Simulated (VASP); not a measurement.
# Ti2Al6H in VASP: further runs, part 2 of 3

VASP 6.6.1. The steps go on from the part before.

**3. Single point, PBE+D3(BJ)**

INCAR reads:

```
SYSTEM = Ti2Al6H
  PREC = Accurate
  ENCUT = 520
  EDIFF = 1E-7
  ISMEAR = 0
  SIGMA = 0.1
  LREAL = .False.
  LASPH = .True.
  NELM = 80
  ALGO = Normal
  ISIF = 2
  LWAVE = .False.
  LCHARG = .True.
  LDIPOL = .True.
  IDIPOL = 3
  DIPOL = 0.5 0.5 0.313
  GGA = PE
  IVDW = 12
  LELF = .True.
  LVHAR = .True.
  LVACPOTAV = .True.
  NBANDS = 32
```

KPOINTS reads:

```
regular mesh
0
Gamma
  6 6 1
  0 0 0
```

POSCAR reads:

```
Ti2Al6H
1.0
    5.0241861184      0.0000000000      0.0000000000
    2.1588814492      4.5367033229      0.0000000000
    0.0000000000      0.0000000000     21.1187114590
Al Ti H
6 2 1
Direct
    0.5000000000      0.0000000000      0.1894054951
    0.0000000000      0.5000000000      0.1894054951
    0.0000000000      0.0000000000      0.2529248171
    0.0000000000      0.5000000000      0.3208670637
    0.5000000000      0.0000000000      0.3208670637
    0.5000000000      0.5000000000      0.3844321409
    0.5000000000      0.5000000000      0.2529248171
    0.0000000000      0.0000000000      0.3814982025
    0.8333333333      1.1666666667      0.5264862622
```

Potentials or basis: VASP PAW PBE potentials, release 64 (Al, Ti_sv, H).

Run with:

```bash
cat potpaw_PBE.64/Al/POTCAR potpaw_PBE.64/Ti_sv/POTCAR potpaw_PBE.64/H/POTCAR > POTCAR
mpirun -np 1 vasp_std > vasp.out
```

OUTCAR:

```text
SYSTEM = Ti2Al6H
   PREC = Accurate
   ENCUT = 520
   EDIFF = 1E-7
   ISMEAR = 0
   LREAL = .False.
   LASPH = .True.
   NELM = 80
   ISIF = 2
   GGA = PE
   IVDW = 12
 IVDW          = 12

 ion  position               nearest neighbor table
   1  0.500  0.000  0.189-   2 2.68   2 2.68   5 2.78   7 2.85   7 2.85   3 2.85   3 2.85
   2  0.000  0.500  0.189-   1 2.68   1 2.68   4 2.78   3 2.85   3 2.85   7 2.85   7 2.85
   3  0.000  0.000  0.253-   7 2.68   7 2.68   8 2.72   2 2.85   2 2.85   1 2.85   1 2.85   4 2.89
                             4 2.89   5 2.89   5 2.89
   4  0.000  0.500  0.321-   5 2.68   5 2.68   2 2.78   8 2.82   8 2.82   6 2.85   6 2.85   3 2.89
                             3 2.89   7 2.89   7 2.89
[... 676 lines left out ...]
 VOLUME and BASIS-vectors are now :
 -----------------------------------------------------------------------------
  energy-cutoff  :      520.00
  volume of cell :      481.36
      direct lattice vectors                 reciprocal lattice vectors
     5.024186118  0.000000000  0.000000000     0.199037212 -0.094715858  0.000000000
     2.158881449  4.536703323  0.000000000     0.000000000  0.220424376  0.000000000
     0.000000000  0.000000000 21.118711459     0.000000000  0.000000000  0.047351374

 POSITION                                       TOTAL-FORCE (eV/Angst)
 -----------------------------------------------------------------------------------
      2.51209      0.00000      4.00000        -0.007596      0.005949      0.526551
      1.07944      2.26835      4.00000        -0.002108      0.009415      0.526551
      0.00000      0.00000      5.34145         0.012355     -0.019562     -0.546437
      1.07944      2.26835      6.77630        -0.017009     -0.005851     -0.038156
      2.51209      0.00000      6.77630         0.012592      0.012845     -0.038156
      3.59153      2.26835      8.11871         0.081671     -0.129312      0.263304
      3.59153      2.26835      5.34145         0.021848     -0.034592     -0.517738
      0.00000      0.00000      8.05675        -0.112836      0.178656      1.059646
      4.54664      0.75612     11.11871         0.011082     -0.017547     -1.235566
 -----------------------------------------------------------------------------------
    total drift:                                0.000025     -0.000040     -0.000042

  FREE ENERGIE OF THE ION-ELECTRON SYSTEM (eV)
  ---------------------------------------------------
  free  energy   TOTEN  =       -39.2684602006 eV

  energy  without entropy=      -39.2284636366  energy(sigma->0) =      -39.24846192

 vacuum level on the upper side and lower side of the slab         4.846         2.637
```

OSZICAR:

```text
N       E                     dE             d eps       ncg     rms          rms(c)
DAV:   1     0.266781528607E+03    0.26678E+03   -0.18049E+04  1024   0.103E+03
DAV:   2    -0.102464684493E+02   -0.27703E+03   -0.27052E+03  1016   0.271E+02
DAV:   3    -0.383301504400E+02   -0.28084E+02   -0.27704E+02  1408   0.733E+01
[... 23 lines left out ...]
DAV:  27    -0.372436267343E+02   -0.30623E-05   -0.42423E-07   760   0.113E-03    0.121E-03
DAV:  28    -0.372436278700E+02   -0.11357E-05   -0.13260E-07   680   0.812E-04    0.190E-04
DAV:  29    -0.372436287128E+02   -0.84276E-06   -0.20711E-08   568   0.481E-04    0.135E-04
DAV:  30    -0.372436291563E+02   -0.44349E-06   -0.92825E-09   600   0.383E-04    0.681E-05
DAV:  31    -0.372436292559E+02   -0.99579E-07   -0.35735E-09   544   0.175E-04
   1 F= -.39268460E+02 E0= -.39248462E+02  d E =-.399966E-01
```

stdout:

```text
POSCAR found type information on POSCAR AlTiH
 POSCAR found :  3 types and       9 ions
 scaLAPACK will be used
 LDA part: xc-table for (Slater+PW92), standard interpolation
 POSCAR, INCAR and KPOINTS ok, starting setup
 FFT: planning ... GRIDC
 FFT: planning ... GRID_SOFT
 FFT: planning ... GRID
 WAVECAR not read
 entering main loop
 -----------------------------------------------------------------------------
|                                                                             |
|           W    W    AA    RRRRR   N    N  II  N    N   GGGG   !!!           |
|           W    W   A  A   R    R  NN   N  II  NN   N  G    G  !!!           |
|           W    W  A    A  R    R  N N  N  II  N N  N  G       !!!           |
|           W WW W  AAAAAA  RRRRR   N  N N  II  N  N N  G  GGG   !            |
|           WW  WW  A    A  R   R   N   NN  II  N   NN  G    G                |
|           W    W  A    A  R    R  N    N  II  N    N   GGGG   !!!           |
|                                                                             |
|     Did not find any points to average over, which means that no vacuum     |
|     field-free region was found. Please increase the size of  your cell     |
|     in the dimension of the dipole correction to obtain accurate            |
|     workfunction values.                                                    |
|                                                                             |
 -----------------------------------------------------------------------------
```

Run time: 10 min. Hardware: 1 thread of Intel Xeon Platinum 8259CL at 2.50GHz (Skylake/Cascade Lake), shared host; peak memory 0.63 GiB.

What came out:

* Free energy: -39.2685 eV
* Largest force: 1.236 eV/Å
* Dispersion energy per atom: -0.225 eV

Forces in eV/Å, atoms in the order of the input:
```
Al  -0.008  0.006  0.527
Al  -0.002  0.009  0.527
Al   0.012 -0.020 -0.546
Al  -0.017 -0.006 -0.038
Al   0.013  0.013 -0.038
Al   0.082 -0.129  0.263
Ti   0.022 -0.035 -0.518
Ti  -0.113  0.179  1.060
H    0.011 -0.018 -1.236
```

**4. Single point, PBE+D3(BJ)**

INCAR reads:

```
SYSTEM = Ti2Al6H
  PREC = Accurate
  ENCUT = 520
  EDIFF = 1E-7
  ISMEAR = 0
  SIGMA = 0.1
  LREAL = .FALSE.
  LASPH = .TRUE.
  NELM = 80
  ALGO = Normal
  ISIF = 2
  LWAVE = .FALSE.
  LCHARG = .TRUE.
  LDIPOL = .TRUE.
  IDIPOL = 3
  DIPOL = 0.5 0.5 0.313
  GGA = PE
  IVDW = 12
  LELF = .TRUE.
  LVHAR = .TRUE.
  LVACPOTAV = .TRUE.
  NBANDS = 32
```

KPOINTS reads:

```
Automatic mesh
0
G
  6 6 1
  0 0 0
```

Changes to POSCAR since step 3:

```diff
@@ -16,2 +16,2 @@
     0.0000000000      0.0000000000      0.3814982025
-    0.8333333333      1.1666666667      0.5264862622
+    0.6666666667      0.6666666667      0.5264862622
```

Potentials or basis: VASP PAW PBE potentials, release 64 (Al, Ti_sv, H).

Run with:

```bash
cat potpaw_PBE.64/Al/POTCAR potpaw_PBE.64/Ti_sv/POTCAR potpaw_PBE.64/H/POTCAR > POTCAR
mpirun -np 1 vasp_std > vasp.out
```

OUTCAR:

```text
SYSTEM = Ti2Al6H
   PREC = Accurate
   ENCUT = 520
   EDIFF = 1E-7
   ISMEAR = 0
   LREAL = .FALSE.
   LASPH = .TRUE.
   NELM = 80
   ISIF = 2
   GGA = PE
   IVDW = 12
 IVDW          = 12

 ion  position               nearest neighbor table
   1  0.500  0.000  0.189-   2 2.68   2 2.68   5 2.78   7 2.85   7 2.85   3 2.85   3 2.85
   2  0.000  0.500  0.189-   1 2.68   1 2.68   4 2.78   3 2.85   3 2.85   7 2.85   7 2.85
   3  0.000  0.000  0.253-   7 2.68   7 2.68   8 2.72   2 2.85   2 2.85   1 2.85   1 2.85   4 2.89
                             4 2.89   5 2.89   5 2.89
   4  0.000  0.500  0.321-   5 2.68   5 2.68   2 2.78   8 2.82   8 2.82   6 2.85   6 2.85   3 2.89
                             3 2.89   7 2.89   7 2.89
[... 676 lines left out ...]
 VOLUME and BASIS-vectors are now :
 -----------------------------------------------------------------------------
  energy-cutoff  :      520.00
  volume of cell :      481.36
      direct lattice vectors                 reciprocal lattice vectors
     5.024186118  0.000000000  0.000000000     0.199037212 -0.094715858  0.000000000
     2.158881449  4.536703323  0.000000000     0.000000000  0.220424376  0.000000000
     0.000000000  0.000000000 21.118711459     0.000000000  0.000000000  0.047351374

 POSITION                                       TOTAL-FORCE (eV/Angst)
 -----------------------------------------------------------------------------------
      2.51209      0.00000      4.00000         0.003063     -0.073147      0.524218
      1.07944      2.26835      4.00000        -0.064733      0.034197      0.524218
      0.00000      0.00000      5.34145        -0.001125     -0.000710     -0.560710
      1.07944      2.26835      6.77630         0.054609     -0.010843     -0.030304
      2.51209      0.00000      6.77630         0.013675      0.053970     -0.030304
      3.59153      2.26835      8.11871         0.068460      0.043238      0.306315
      3.59153      2.26835      5.34145         0.078470      0.049560     -0.432239
      0.00000      0.00000      8.05675         0.007974      0.005036      0.546708
      4.78871      3.02447     11.11871        -0.160394     -0.101302     -0.847904
 -----------------------------------------------------------------------------------
    total drift:                               -0.000014     -0.000009      0.000024

  FREE ENERGIE OF THE ION-ELECTRON SYSTEM (eV)
  ---------------------------------------------------
  free  energy   TOTEN  =       -39.0072306491 eV

  energy  without entropy=      -38.9724033326  energy(sigma->0) =      -38.98981699

 vacuum level on the upper side and lower side of the slab         4.665         2.781
```

stdout:

```text
POSCAR found type information on POSCAR AlTiH
 POSCAR found :  3 types and       9 ions
 scaLAPACK will be used
 LDA part: xc-table for (Slater+PW92), standard interpolation
 POSCAR, INCAR and KPOINTS ok, starting setup
 FFT: planning ... GRIDC
 FFT: planning ... GRID_SOFT
 FFT: planning ... GRID
 WAVECAR not read
 entering main loop
 -----------------------------------------------------------------------------
|                                                                             |
|           W    W    AA    RRRRR   N    N  II  N    N   GGGG   !!!           |
|           W    W   A  A   R    R  NN   N  II  NN   N  G    G  !!!           |
|           W    W  A    A  R    R  N N  N  II  N N  N  G       !!!           |
|           W WW W  AAAAAA  RRRRR   N  N N  II  N  N N  G  GGG   !            |
|           WW  WW  A    A  R   R   N   NN  II  N   NN  G    G                |
|           W    W  A    A  R    R  N    N  II  N    N   GGGG   !!!           |
|                                                                             |
|     Did not find any points to average over, which means that no vacuum     |
|     field-free region was found. Please increase the size of  your cell     |
|     in the dimension of the dipole correction to obtain accurate            |
|     workfunction values.                                                    |
|                                                                             |
 -----------------------------------------------------------------------------
```

Wall time 9.2 min (1 thread of Intel Xeon Platinum 8259CL at 2.50GHz (Skylake/Cascade Lake), shared host); peak memory 0.63 GiB.

What came out:

```yaml
Free_energy: -39.0072 eV
Largest_force: 0.869 eV/Å
Dispersion_energy_per_atom: -0.225 eV
```

Forces on the atoms (eV/Å):
```
Al   0.003 -0.073  0.524
Al  -0.065  0.034  0.524
Al  -0.001 -0.001 -0.561
Al   0.055 -0.011 -0.030
Al   0.014  0.054 -0.030
Al   0.068  0.043  0.306
Ti   0.078  0.050 -0.432
Ti   0.008  0.005  0.547
H   -0.160 -0.101 -0.848
```

(Part 2 of 3 ends here.)
